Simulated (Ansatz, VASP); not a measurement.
One calculation of Cu, two programs

Contents of INCAR:

```
  PREC = Accurate
  ENCUT = 600
  EDIFF = 1E-6
  ISMEAR = -4
  SIGMA = 0.05
  LREAL = False
  LASPH = True
  NELM = 120
  ALGO = Normal
  ISIF = 2
  LWAVE = False
  LCHARG = False
  GGA = PE
  NBANDS = 12
  GGA_COMPAT = False
```

File KPOINTS:

```
regular mesh
0
Gamma
  6 6 6
```

File POSCAR:

```
Cu
1.0
    0.0000000000      1.8050000000      1.8050000000
    1.8050000000      0.0000000000      1.8050000000
    1.8050000000      1.8050000000      0.0000000000
Cu
1
Direct
    0.0000000000      0.0000000000      0.0000000000
```

Input for Ansatz:

```yaml
crystal:
  lattice:
  - [0, 1.805, 1.805]
  - [1.805, 0, 1.805]
  - [1.805, 1.805, 0]
  atoms:
  - symbol: Cu
    position: [0, 0, 0]
kpoints:
  mp_grid:
    grid: [6, 6, 6]
    shift: [0, 0, 0]
hamiltonian:
  xc: pbe
  dispersion: none
  pseudopotentials:
    kind: all_electron
    lapw: {}
magnetization: {spin_polarized: false}
scf:
  occupations: {method: tetrahedron_uncorrected}
output:
  forces: true
  dos:
    de: 0.02
    nscf_kmesh:
      grid: [9, 9, 9]
      shift: [0, 0, 0]
  stress: true
```

Alike in both runs: task single point; functional PBE; k mesh 6 × 6 × 6; no spin polarisation.

|  | VASP | Ansatz |
| --- | --- | --- |
| version | VASP 6.6.1 | Ansatz 0.2 development build |
| potentials or method | VASP PAW PBE potentials, release 64 (Cu), cutoff 600 eV | all-electron full-potential LAPW, scalar-relativistic |
| occupations | tetrahedron | tetrahedron-uncorrected |

```csv
,VASP,Ansatz,Ansatz less VASP
pressure (GPa),4.4,3.8,-0.61
```

Ansatz ran all-electron here, and VASP with PAW potentials. Ansatz's warnings: band table not solved further.

The k mesh is coarse, so the values compare programs but aren't converged.
